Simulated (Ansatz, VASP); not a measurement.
# Two plane-wave programs on Al

```
Al
1.0
     2.73955    0.00000    0.00000
    -1.36978    2.37252    0.00000
     0.00000    0.00000    9.28790
Al
4
Direct
  0.00000 0.00000 0.00000
  0.33333 0.66667 0.25000
  0.00000 0.00000 0.50000
  0.66667 0.33333 0.75000
```

Alike in both runs: task single point; functional PBE; dispersion D3(BJ); k mesh 18 × 18 × 6; occupations gaussian, width 0.15 eV; no spin polarisation.

|  | VASP | Ansatz |
| --- | --- | --- |
| version | VASP 6.6.1 | Ansatz 0.2.0 |
| potentials or method | VASP PAW PBE potentials, release 64 (Al), cutoff 520 eV | scalar-relativistic, plane waves, PAW |
| valence electrons in the cell | 12 | 12 |

Ansatz gave:

```
gap on the k mesh at the Fermi level (eV)                     : none
pressure (GPa)                                                : 4.9
traceless stress, the component that is largest in VASP (GPa) : -2.74
```

Estimate VASP's values.

gap on the k mesh at the Fermi level (eV): none; pressure (GPa): 4.8; traceless stress, the component that is largest in VASP (GPa): -2.74.

A gap of «none» marks a metal or a gap that the smearing closes.
